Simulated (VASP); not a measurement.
# PbSe (I4/mmm) in VASP: further runs, part 2 of 2

VASP 6.6.1. Earlier steps stand in the parts before.

## (3) Single point, PBE

This run uses another cell than the first one, of the same volume but with other edges.

INCAR reads:

```
ALGO = Normal
EDIFF = 1E-6
ENCUT = 520
GGA = PE
ISIF = 2
ISMEAR = 0
LASPH = True
LCHARG = False
LREAL = False
LWAVE = False
NBANDS = 17
NELM = 60
PREC = Accurate
SIGMA = 0.03
```

KPOINTS reads:

```
k-points
0
Gamma
  10 10 10
```

POSCAR reads:

```
PbSe
1.0
    0.0000000000      2.6750344201      4.0125516301
    2.6750344201      0.0000000000      4.0125516301
    2.6750344201      2.6750344201      0.0000000000
Pb Se
1 1
Direct
    0.0000000000      0.0000000000      0.0000000000
    0.5000000000      0.5000000000      0.5000000000
```

Potentials or basis: VASP PAW PBE potentials, release 64 (Pb_d, Se).

Run with:

```
$ cat potpaw_PBE.64/Pb_d/POTCAR potpaw_PBE.64/Se/POTCAR > POTCAR
$ mpirun -np 1 vasp_std > vasp.out
```

OUTCAR:

```text
EDIFF = 1E-6
   ENCUT = 520
   GGA = PE
   ISIF = 2
   ISMEAR = 0
   LASPH = True
   LREAL = False
   NELM = 60
   PREC = Accurate

 ion  position               nearest neighbor table
   1  0.000  0.000  0.000-   2 2.68   2 2.68   2 2.68   2 2.68
   2  0.500  0.500  0.500-   1 2.68   1 2.68   1 2.68   1 2.68

  LATTYP: Found a body centered tetragonal cell.
 ALAT       =     3.7830699567
 C/A-ratio  =     2.1213203435

  Lattice vectors:

 A1 = (  -2.6750344201,   0.0000000000,   4.0125516301)
 A2 = (   2.6750344201,   0.0000000000,   4.0125516301)
 A3 = (   0.0000000000,   2.6750344201,  -4.0125516301)

Analysis of symmetry for initial positions (statically):
=====================================================================
 Subroutine PRICEL returns:
 Original cell was already a primitive cell.

 Routine SETGRP: Setting up the symmetry group for a
 body centered tetragonal supercell.

 Subroutine GETGRP returns: Found 16 space group operations
 (whereof 16 operations were pure point group operations)
 out of a pool of 16 trial point group operations.

The static configuration has the point symmetry D_4h.

Analysis of symmetry for dynamics (positions and initial velocities):
=====================================================================
 Subroutine PRICEL returns:
 Original cell was already a primitive cell.

 Routine SETGRP: Setting up the symmetry group for a
 body centered tetragonal supercell.

 Subroutine GETGRP returns: Found 16 space group operations
 (whereof 16 operations were pure point group operations)
 out of a pool of 16 trial point group operations.

The dynamic configuration has the point symmetry D_4h.

 Subroutine INISYM returns: Found 16 space group operations
 (whereof 16 operations are pure point group operations),
 and found     1 'primitive' translations

[... 106 lines left out ...]
   NUPDOWN=      -1.0000    fix difference up-down
   EMIN   =  10.00;   EMAX   =-10.00  energy-range for DOS
   EFERMI =   0.00;   METHOD = LEGACY
   ISMEAR =     0;   SIGMA  =   0.03  broadening in eV -4-tet -1-fermi 0-gaus
   EFERMI_NEDOS =   21; number of points for ismear=-14 and -15
   IALGO  =     38    algorithm
   IMIX   =      4    mixing-type and parameters
     AMIX     =   0.40;   BMIX     =  1.00
     AMIX_MAG =   1.60;   BMIX_MAG =  1.00
  volume/ion in A,a.u.               =      28.71       193.77
  Fermi-wavevector in a.u.,A,eV,Ry     =   1.151812  2.176610 18.050462  1.326672
  Thomas-Fermi vector in A             =   2.288467
   LORBIT       =      0    0 simple, 1 ext, 2 COOP (PROOUT), +10 PAW based schemes
   GGA     = PE    functional components
   LHFCALC =     F    Hartree Fock is set to
   AEXX    =    0.0000 exact exchange contribution
   IVDW    =     0    specifies the selected vdW correction
   LEPSILON=     F    determine dielectric tensor
   LRPA    =     F    only Hartree local field effects (RPA)
 non-spin polarized calculation
 Gauss-broadening in eV      SIGMA  =   0.03
  energy-cutoff  :      520.00
  volume of cell :       57.43
 maximum number of plane-waves:      1564
   NGX = 17   NGY = 17   NGZ = 15

 number of electron      20.0000001 magnetization

 Free energy of the ion-electron system (eV)
  ---------------------------------------------------
  ext. energy  EPLUGINS =         0.00000000
  ---------------------------------------------------
  free energy    TOTEN  =        -6.44690341 eV

  energy without entropy =       -6.44558968  energy(sigma->0) =       -6.44624655

 E-fermi :   5.6457     XC(G=0):  -9.2852

 val. band max:        5.6417742894   @ k =  -0.4000   0.4000   0.2000
 cond. band min:       5.6542989363   @ k =   0.5000   0.3000   0.2000
 fundamental gap:      0.0125246469
 Fermi energy:         5.6457436644

 k-point     1 :       0.0000    0.0000    0.0000
  band No.  band energies     occupation
      1     -12.0242      2.00000
      2     -11.7203      2.00000
      3     -11.6609      2.00000
      4     -11.6520      2.00000
      5     -11.6520      2.00000
      6      -9.2657      2.00000
[... 457 lines left out ...]
      4     -11.6502      2.00000
      5     -11.6443      2.00000
      6      -8.9652      2.00000
[... 9 lines left out ...]
     16      15.1867      0.00000
     17      15.5165      0.00000

 [... further k-points ...]
[... 5 lines left out ...]
  --------------------------------------------------------------------------------------
  -------------------------------------------------------------------------------------
  Total       10.9968407     10.9968407     -0.8640212      0.0000000      0.0000000      0.0000000
  in kB      306.8097356    306.8097356    -24.1060244      0.0000000      0.0000000      0.0000000
  external PRESSURE =     196.5044823 kB  Pullay stress =       0.0000000 kB

 VOLUME and BASIS-vectors are now :
 -----------------------------------------------------------------------------
  energy-cutoff  :      520.00
  volume of cell :       57.43
      direct lattice vectors                 reciprocal lattice vectors
     0.000000000  2.675034420  4.012551630    -0.186913483  0.186913483  0.124608989
     2.675034420  0.000000000  4.012551630     0.186913483 -0.186913483  0.124608989
     2.675034420  2.675034420  0.000000000     0.186913483  0.186913483 -0.124608989

 POSITION                                       TOTAL-FORCE (eV/Angst)
 -----------------------------------------------------------------------------------
      0.00000      0.00000      0.00000        -0.000000      0.000000      0.000000
      2.67503      2.67503      4.01255         0.000000     -0.000000      0.000000
 -----------------------------------------------------------------------------------
    total drift:                               -0.000000      0.000000      0.000000

  FREE ENERGIE OF THE ION-ELECTRON SYSTEM (eV)
  ---------------------------------------------------
  free  energy   TOTEN  =        -6.4469034106 eV

  energy  without entropy=       -6.4455896800  energy(sigma->0) =       -6.44624655
```

stdout:

```text
POSCAR found type information on POSCAR PbSe
 POSCAR found :  2 types and       2 ions
 scaLAPACK will be used
 LDA part: xc-table for (Slater+PW92), standard interpolation
 POSCAR, INCAR and KPOINTS ok, starting setup
 FFT: planning ... GRIDC
 FFT: planning ... GRID_SOFT
 FFT: planning ... GRID
 WAVECAR not read
 entering main loop
```

Wall time 34 s (1 thread of Intel Xeon 6975P-C (Granite Rapids), shared host); peak memory 0.24 GiB.

What came out:

```
Free energy            : -6.4469 eV
Pressure               : 19.7 GPa
Band gap on the k mesh : zero (band 10 reaches 5.93 eV, above the bottom of band 11 at 5.30 eV)
```

Caveat: spin-orbit coupling is left out, which moves the levels of the heavy elements.

## (4) Single point, PBE

This run uses another cell than the first one, of the same volume but with other edges.

INCAR reads:

```
SYSTEM = PbSe
ALGO     = Normal         ! electronic algorithm
EDIFF    = 1E-6           ! SCF threshold, eV
ENCUT    = 520            ! plane-wave cutoff, eV
GGA      = PE             ! functional
ISIF     = 2              ! what is computed and relaxed
ISMEAR   = 0              ! smearing method
LASPH    = .True.         ! aspherical terms in the spheres
LCHARG   = .True.         ! write CHGCAR
LELF     = .True.         ! ELF
LREAL    = .False.        ! projectors in reciprocal space
LVHAR    = .True.       
LWAVE    = .False.        ! write WAVECAR
NBANDS   = 17             ! bands
NELM     = 100            ! most SCF steps
PREC     = Accurate       ! precision mode
SIGMA    = 0.03           ! smearing width, eV
```

KPOINTS reads:

```
k-points
0
Gamma
  10 10 10
  0 0 0
```

POSCAR reads:

```
PbSe
1.0
    0.0000000000      3.1041024735      2.9799383745
    3.1041024735      0.0000000000      2.9799383745
    3.1041024735      3.1041024735      0.0000000000
Pb Se
1 1
Direct
    0.0000000000      0.0000000000      0.0000000000
    0.5000000000      0.5000000000      0.5000000000
```

Run with:

```
$ cat potpaw_PBE.64/Pb_d/POTCAR potpaw_PBE.64/Se/POTCAR > POTCAR
$ mpirun -np 1 vasp_std > vasp.out
```

Wall time 32 s (1 thread of Intel Xeon 6975P-C (Granite Rapids), shared host); peak memory 0.25 GiB.

It converged, with:

```yaml
Free_energy: -8.1520 eV
Pressure: 2.6 GPa
Band_gap_on_the_k_mesh: 0.25 eV, direct
```

Stress tensor (GPa, compression positive):
```
0.72 0.00 0.00
0.00 0.72 0.00
0.00 0.00 6.35
```

Levels at points of the mesh, in eV from the valence-band top:
| k point | band 8 | band 9 | band 10 | band 11 | band 12 | band 13 |
| --- | --- | --- | --- | --- | --- | --- |
| (0.00, 0.00, 0.00) | -2.17 | -1.79 | -1.79 | 4.36 | 4.36 | 5.33 |
| (0.50, 0.00, 0.00) | -1.55 | -1.47 | 0.00 | 0.25 | 1.55 | 1.80 |
| (0.50, 0.50, 0.00) | -5.07 | -3.33 | -3.33 | 3.56 | 5.43 | 5.43 |
| (0.50, 0.00, 0.50) | -4.99 | -3.46 | -3.02 | 3.72 | 5.16 | 5.84 |

Caveat: spin-orbit coupling is left out, which moves the levels of the heavy elements.

## (5) Overview

| cell | gap on the mesh (eV) | pressure (GPa) |
| --- | --- | --- |
| a = 4.216, b = 4.216, c = 4.999 Å, angles 53.6, 53.6, 72.7°, 2 atoms | none | 28.9 |
| a = 4.822, b = 4.822, c = 3.783 Å, angles 66.9, 66.9, 46.2°, 2 atoms | none | 19.7 |
| a = 4.303, b = 4.303, c = 4.390 Å, angles 59.3, 59.3, 61.3°, 2 atoms | 0.25 | 2.6 |

Alike in all rows: task single point; level PBE; potentials or basis VASP PAW PBE potentials, release 64 (Pb_d, Se); no spin polarisation; k mesh 10 × 10 × 10; cutoff (eV) 520; smearing gaussian 0.03 eV.

Caveats: spin-orbit coupling is left out, which moves the levels of the heavy elements.

Total energies depend on the potentials used, so only differences within one code and one set of settings carry meaning.
